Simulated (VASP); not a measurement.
Wanted: the native input for a VASP 6.6.1 run.

| Quantity | Value |
| --- | --- |
| Task | single point |
| Functional | PBE |
| Potentials or basis | VASP PAW PBE potentials, release 64 (Mg, Zn, Te, S) |
| Cutoff | 520 eV |
| k mesh | 4 × 4 × 4 |
| Occupations | gaussian, width 0.1 eV |
| Spin | no spin polarisation |
| Dipole correction | no |
| Further INCAR settings | ALGO = Normal; EDIFF = 1e-06; NBANDS = 31 |

The structure of MgZn2TeS2 lies in POSCAR:

```
MgZn2TeS2
1.0
    5.3542973931      0.0000000000      0.0000000000
    0.0000000000      5.3542973931      0.0000000000
    0.0000000000      0.0000000000      5.3145313499
Mg Zn Te S
1 2 1 2
Direct
    0.0000000000      0.0000000000      0.5000000000
    0.5000000000      0.5000000000      0.7444167468
    0.5000000000      0.5000000000      0.2555832532
    0.0000000000      0.0000000000      0.0000000000
    0.5000000000      0.0000000000      0.0000000000
    0.0000000000      0.5000000000      0.0000000000
```

The cell was built from a structure type or drawn by symmetry, and may not be a known phase.

These files were run (other wordings do the same):

INCAR

```
SYSTEM = MgZn2TeS2
PREC = Accurate
ENCUT = 520
EDIFF = 1E-6
ISMEAR = 0
SIGMA = 0.1
LREAL = .False.
LASPH = .True.
NELM = 100
ALGO = Normal
ISIF = 2
LWAVE = .False.
LCHARG = .False.
GGA = PE
NBANDS = 31
```

KPOINTS

```
regular mesh
0
Gamma
  4 4 4
  0 0 0
```

Potentials or basis: VASP PAW PBE potentials, release 64 (Mg, Zn, Te, S).

The run is started by

```sh
$ cat potpaw_PBE.64/Mg/POTCAR potpaw_PBE.64/Zn/POTCAR potpaw_PBE.64/Te/POTCAR potpaw_PBE.64/S/POTCAR > POTCAR
$ mpirun -np 1 vasp_std > vasp.out
```

Results of the run:

```
Pressure               : 0.0 GPa
Band gap on the k mesh : zero (bands 22 and 23 overlap by 1.36 eV)
```

Caveat: spin-orbit coupling is left out, which moves the levels of the heavy elements.

Wall time 45 s on 1 thread of Intel(R) Xeon(R) Platinum 8488C (Sapphire Rapids), on a shared host, peak memory 0.29 GiB.
